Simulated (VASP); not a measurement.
# PbS (Immm) in VASP: a series of runs, part 2 of 2

VASP 6.6.1. Earlier steps stand in the parts before.

## 3. Single point, PBE (strain +0.1312 x Voigt [0, 0, 0, 1, 0, 0])

The input, INCAR:

```
SYSTEM = PbS
ALGO = Normal
EDIFF = 1E-6
ENCUT = 520
GGA = PE
ISIF = 2
ISMEAR = 0
LASPH = .TRUE.
LCHARG = .FALSE.
LREAL = .FALSE.
LWAVE = .FALSE.
NBANDS = 17
NELM = 100
PREC = Accurate
SIGMA = 0.03
```

The input, KPOINTS:

```
k-points
0
G
  10 10 10
  0 0 0
```

The input, POSCAR:

```
PbS
1.0
    0.0000000000      3.1595040000      3.1595040000
    2.9650000000      0.1945040000      2.9650000000
    2.9650000000      2.9650000000      0.1945040000
Pb S
1 1
Direct
    0.0000000000      0.0000000000      0.0000000000
    0.5000000000      0.5000000000      0.5000000000
```

Potentials or basis: VASP PAW PBE potentials, release 64 (Pb_d, S).

On the command line:

```bash
cat potpaw_PBE.64/Pb_d/POTCAR potpaw_PBE.64/S/POTCAR > POTCAR
mpirun -np 1 vasp_std > vasp.out
```

OUTCAR:

```text
SYSTEM = PbS
   EDIFF = 1E-6
   ENCUT = 520
   GGA = PE
   ISIF = 2
   ISMEAR = 0
   LASPH = .TRUE.
   LREAL = .FALSE.
   NELM = 100
   PREC = Accurate

 ion  position               nearest neighbor table
   1  0.000  0.000  0.000-   2 2.96   2 2.96   2 2.97   2 2.97   2 2.97   2 2.97
   2  0.500  0.500  0.500-   1 2.96   1 2.96   1 2.97   1 2.97   1 2.97   1 2.97

  LATTYP: Found a body centered orthorhombic cell.
 ALAT       =     3.9180730177
 B/A-ratio  =     1.1404109589
 C/A-ratio  =     1.5134991036

  Lattice vectors:

 A1 = (  -2.9650000000,   2.9650000000,   0.1945040000)
 A2 = (  -2.9650000000,  -2.9650000000,  -0.1945040000)
 A3 = (   2.9650000000,   0.1945040000,   2.9650000000)

Analysis of symmetry for initial positions (statically):
=====================================================================
 Subroutine PRICEL returns:
 Original cell was already a primitive cell.

 Routine SETGRP: Setting up the symmetry group for a
 body centered orthorhombic supercell.

 Subroutine GETGRP returns: Found  8 space group operations
 (whereof  8 operations were pure point group operations)
[... 158 lines left out ...]
  ---------------------------------------------------
  ext. energy  EPLUGINS =         0.00000000
  ---------------------------------------------------
  free energy    TOTEN  =        -8.69787926 eV

  energy without entropy =       -8.69787926  energy(sigma->0) =       -8.69787926

 E-fermi :   5.9059     XC(G=0):  -9.7173

 val. band max:        5.7559541426   @ k =   0.0000   0.5000  -0.0000
 cond. band min:       6.0865572069   @ k =   0.5000  -0.0000  -0.0000
 fundamental gap:      0.3306030642
 Fermi energy:         5.9058965290

 k-point     1 :       0.0000    0.0000    0.0000
  band No.  band energies     occupation
      1     -11.0245      2.00000
      2     -10.9845      2.00000
      3     -10.9741      2.00000
      4     -10.9627      2.00000
      5     -10.9391      2.00000
      6      -7.7260      2.00000
[... 457 lines left out ...]
      4     -10.9523      2.00000
      5     -10.9349      2.00000
      6      -6.5521      2.00000
[... 9 lines left out ...]
     16      15.9662      0.00000
     17      16.7984      0.00000

 [... further k-points ...]
[... 5 lines left out ...]
  --------------------------------------------------------------------------------------
  -------------------------------------------------------------------------------------
  Total        0.5856685      0.7312266      0.7312266      0.0000000     -0.8247604      0.0000000
  in kB       18.0772054     22.5699920     22.5699920      0.0000000    -25.4570010      0.0000000
  external PRESSURE =      21.0723964 kB  Pullay stress =       0.0000000 kB

 VOLUME and BASIS-vectors are now :
 -----------------------------------------------------------------------------
  energy-cutoff  :      520.00
  volume of cell :       51.91
      direct lattice vectors                 reciprocal lattice vectors
     0.000000000  3.159504000  3.159504000    -0.168634064  0.158252688  0.158252688
     2.965000000  0.194504000  2.965000000     0.168634064 -0.180473099  0.180473099
     2.965000000  2.965000000  0.194504000     0.168634064  0.180473099 -0.180473099

 POSITION                                       TOTAL-FORCE (eV/Angst)
 -----------------------------------------------------------------------------------
      0.00000      0.00000      0.00000         0.000000      0.000000     -0.000000
      2.96500      3.15950      3.15950        -0.000000     -0.000000      0.000000
 -----------------------------------------------------------------------------------
    total drift:                                0.000000      0.000000      0.000000

  FREE ENERGIE OF THE ION-ELECTRON SYSTEM (eV)
  ---------------------------------------------------
  free  energy   TOTEN  =        -8.6978792558 eV

  energy  without entropy=       -8.6978792558  energy(sigma->0) =       -8.69787926
```

stdout:

```text
POSCAR found type information on POSCAR PbS
 POSCAR found :  2 types and       2 ions
 scaLAPACK will be used
 LDA part: xc-table for (Slater+PW92), standard interpolation
 POSCAR, INCAR and KPOINTS ok, starting setup
 FFT: planning ... GRIDC
 FFT: planning ... GRID_SOFT
 FFT: planning ... GRID
 WAVECAR not read
 entering main loop
```

It took 2.7 min on 1 thread of Intel Xeon 8259CL, shared host; peak memory 0.29 GiB.

Results:

```
Free energy            : -8.6979 eV
Pressure               : 2.1 GPa
Band gap on the k mesh : zero (band 10 reaches 6.09 eV, above the bottom of band 11 at 5.76 eV)
```

Stress tensor (GPa, compression positive):
```
 1.81  0.00  0.00
 0.00  2.26 -2.55
 0.00 -2.55  2.26
```

Levels at points of the mesh, in eV from the Fermi level:
| k point | band 8 | band 9 | band 10 | band 11 | band 12 | band 13 |
| --- | --- | --- | --- | --- | --- | --- |
| (0.00, 0.00, 0.00) | -2.64 | -2.24 | -1.67 | 5.05 | 5.30 | 5.36 |
| (0.50, 0.00, 0.00) | -1.80 | -1.45 | 0.18 | 0.52 | 2.20 | 2.64 |
| (0.00, 0.50, 0.00) | -2.04 | -1.87 | -0.29 | -0.15 | 1.46 | 1.87 |
| (0.50, 0.50, 0.00) | -5.22 | -3.46 | -3.45 | 3.84 | 4.62 | 5.68 |
| (0.00, 0.50, 0.50) | -5.24 | -4.04 | -2.78 | 4.04 | 5.51 | 5.73 |

Caveat: the cell differs from its parent crystal (strain +0.1312 x Voigt [0, 0, 0, 1, 0, 0]); spin-orbit coupling is left out, which moves the levels of the heavy elements.

## 4. Single point, PBE (strain +0.0937 x Voigt [0, 0, 0, 1, 0, 0])

The input, INCAR:

```
PREC = Accurate
ENCUT = 520
EDIFF = 1E-6
ISMEAR = 0
SIGMA = 0.03
LREAL = F
LASPH = T
NELM = 60
ALGO = Normal
ISIF = 2
LWAVE = F
LCHARG = F
GGA = PE
NBANDS = 17
```

The input, KPOINTS:

```
Automatic mesh
0
Gamma
  10 10 10
```

The input, POSCAR:

```
PbS
1.0
    0.0000000000      3.1039102500      3.1039102500
    2.9650000000      0.1389102500      2.9650000000
    2.9650000000      2.9650000000      0.1389102500
Pb S
1 1
Direct
    0.0000000000      0.0000000000      0.0000000000
    0.5000000000      0.5000000000      0.5000000000
```

Potentials or basis: VASP PAW PBE potentials, release 64 (Pb_d, S).

On the command line:

```bash
cat potpaw_PBE.64/Pb_d/POTCAR potpaw_PBE.64/S/POTCAR > POTCAR
mpirun -np 1 vasp_std > vasp.out
```

OUTCAR:

```text
PREC = Accurate
   ENCUT = 520
   EDIFF = 1E-6
   ISMEAR = 0
   LREAL = F
   LASPH = T
   NELM = 60
   ISIF = 2
   GGA = PE

 ion  position               nearest neighbor table
   1  0.000  0.000  0.000-   2 2.96   2 2.96   2 2.97   2 2.97   2 2.97   2 2.97
   2  0.500  0.500  0.500-   1 2.96   1 2.96   1 2.97   1 2.97   1 2.97   1 2.97

  LATTYP: Found a body centered orthorhombic cell.
 ALAT       =     3.9966944529
 B/A-ratio  =     1.0983056182
[... 671 lines left out ...]

------------------------ aborting loop because EDIFF is reached ----------------------------------------

  FORCE on cell =-STRESS in cart. coord.  units (eV):
  Direction    XX          YY          ZZ          XY          YZ          ZX
  --------------------------------------------------------------------------------------
  -------------------------------------------------------------------------------------
  Total        0.6407821      0.7143049      0.7143049      0.0000000     -0.5784308      0.0000000
  in kB       19.7365458     22.0011005     22.0011005      0.0000000    -17.8160831      0.0000000
  external PRESSURE =      21.2462489 kB  Pullay stress =       0.0000000 kB

 VOLUME and BASIS-vectors are now :
 -----------------------------------------------------------------------------
  energy-cutoff  :      520.00
  volume of cell :       52.02
      direct lattice vectors                 reciprocal lattice vectors
     0.000000000  3.103910250  3.103910250    -0.168634064  0.161087132  0.161087132
     2.965000000  0.138910250  2.965000000     0.168634064 -0.176922902  0.176922902
     2.965000000  2.965000000  0.138910250     0.168634064  0.176922902 -0.176922902

 POSITION                                       TOTAL-FORCE (eV/Angst)
 -----------------------------------------------------------------------------------
      0.00000      0.00000      0.00000         0.000000      0.000000     -0.000000
      2.96500      3.10391      3.10391        -0.000000     -0.000000      0.000000
 -----------------------------------------------------------------------------------
    total drift:                                0.000000      0.000000      0.000000

  FREE ENERGIE OF THE ION-ELECTRON SYSTEM (eV)
  ---------------------------------------------------
  free  energy   TOTEN  =        -8.7258280850 eV

  energy  without entropy=       -8.7258269012  energy(sigma->0) =       -8.72582749
```

OSZICAR:

```text
N       E                     dE             d eps       ncg     rms          rms(c)
DAV:   1     0.160367664195E+03    0.16037E+03   -0.96846E+03  5862   0.124E+03
DAV:   2     0.333142925696E+01   -0.15704E+03   -0.15114E+03  6134   0.318E+02
DAV:   3    -0.889755469160E+01   -0.12229E+02   -0.12128E+02  7668   0.930E+01
DAV:   4    -0.920715903661E+01   -0.30960E+00   -0.30928E+00  7538   0.159E+01
DAV:   5    -0.921824206576E+01   -0.11083E-01   -0.11082E-01  8642   0.298E+00    0.464E+00
DAV:   6    -0.872269250407E+01    0.49555E+00   -0.14007E+00  9146   0.807E+00    0.328E+00
DAV:   7    -0.872282914983E+01   -0.13665E-03   -0.14539E-01  7000   0.191E+00    0.187E+00
DAV:   8    -0.872608497090E+01   -0.32558E-02   -0.16089E-02  6992   0.136E+00    0.239E-01
DAV:   9    -0.872564468802E+01    0.44028E-03   -0.31974E-03  9301   0.491E-01    0.880E-02
DAV:  10    -0.872582077292E+01   -0.17608E-03   -0.35591E-04  6687   0.116E-01    0.585E-02
DAV:  11    -0.872582720641E+01   -0.64335E-05   -0.65306E-05  8132   0.871E-02    0.188E-02
DAV:  12    -0.872582808500E+01   -0.87858E-06   -0.41895E-06  7689   0.191E-02
   1 F= -.87258281E+01 E0= -.87258275E+01  d E =-.118377E-05
```

stdout:

```text
POSCAR found type information on POSCAR PbS
 POSCAR found :  2 types and       2 ions
 scaLAPACK will be used
 LDA part: xc-table for (Slater+PW92), standard interpolation
 POSCAR, INCAR and KPOINTS ok, starting setup
 FFT: planning ... GRIDC
 FFT: planning ... GRID_SOFT
 FFT: planning ... GRID
 WAVECAR not read
 entering main loop
```

Wall time 2.8 min (1 thread of Intel Xeon 8259CL, shared host); peak memory 0.29 GiB.

Results:

```yaml
Free_energy: -8.7258 eV
Pressure: 2.1 GPa
Band_gap_on_the_k_mesh: zero (band 10 reaches 6.02 eV, above the bottom of band 11 at 5.90 eV)
```

Stress tensor (GPa, compression positive):
```
 1.97  0.00  0.00
 0.00  2.20 -1.78
 0.00 -1.78  2.20
```

Caveat: the cell differs from its parent crystal (strain +0.0937 x Voigt [0, 0, 0, 1, 0, 0]); spin-orbit coupling is left out, which moves the levels of the heavy elements.

## 5. Overview

```csv
cell,gap on the mesh (eV),pressure (GPa)
"a = 4.036, b = 4.195, c = 4.195 Å, angles 62.5, 61.2, 61.2°, 2 atoms",none,2.2
"a = 4.468, b = 4.198, c = 4.198 Å, angles 55.6, 57.8, 57.8°, 2 atoms",none,2.1
"a = 4.390, b = 4.195, c = 4.195 Å, angles 56.9, 58.5, 58.5°, 2 atoms",none,2.1
```

Alike in all rows: task single point; level PBE; potentials or basis VASP PAW PBE potentials, release 64 (Pb_d, S); no spin polarisation; k mesh 10 × 10 × 10; cutoff (eV) 520; smearing gaussian 0.03 eV.

Caveats: spin-orbit coupling is left out, which moves the levels of the heavy elements.

Total energies depend on the potentials used, so only differences within one code and one set of settings carry meaning.
